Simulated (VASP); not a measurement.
Here is a VASP 6.6.1 calculation.

INCAR

```
SYSTEM = Sb
PREC     = Accurate       ! precision mode
ENCUT    = 600            ! plane-wave cutoff, eV
EDIFF    = 1E-7           ! SCF threshold, eV
ISMEAR   = 0              ! smearing method
SIGMA    = 0.1            ! smearing width, eV
LREAL    = .False.        ! projectors in reciprocal space
LASPH    = .True.         ! aspherical terms in the spheres
NELM     = 100            ! most SCF steps
ALGO     = Normal         ! electronic algorithm
ISIF     = 4              ! what is computed and relaxed
LWAVE    = .False.        ! write WAVECAR
LCHARG   = .False.        ! write CHGCAR
GGA      = PS             ! functional
IBRION   = 2              ! ionic algorithm
NSW      = 50             ! ionic steps
EDIFFG   = -0.01          ! ionic threshold
```

File KPOINTS:

```
regular mesh
0
Gamma
  12 12 12
  0 0 0
```

Contents of POSCAR:

```
Sb
1.0
    2.1824243985      1.2600233139      3.7233302271
   -2.1824243985      1.2600233139      3.7233302271
    0.0000000000     -2.5200466279      3.7233302271
Sb
2
Direct
    0.2356859576      0.2356859576      0.2356859576
    0.7643140424      0.7643140424      0.7643140424
```

Potentials or basis: VASP PAW PBE potentials, release 64 (Sb).

Launch:

```console
$ cat potpaw_PBE.64/Sb/POTCAR > POTCAR
$ mpirun -np 1 vasp_std > vasp.out
```

Q: What does it give for the band gap on the k mesh?

A: Zero (bands 5 and 6 overlap by 0.24 eV).

Forces on the atoms (eV/Å):
```
Sb   0.000  0.000  0.003
Sb   0.000  0.000 -0.003
```

Caveat: the PAW data sets were made with another functional, which shifts forces and pressure a little; spin-orbit coupling is left out, which moves the levels of the heavy elements.
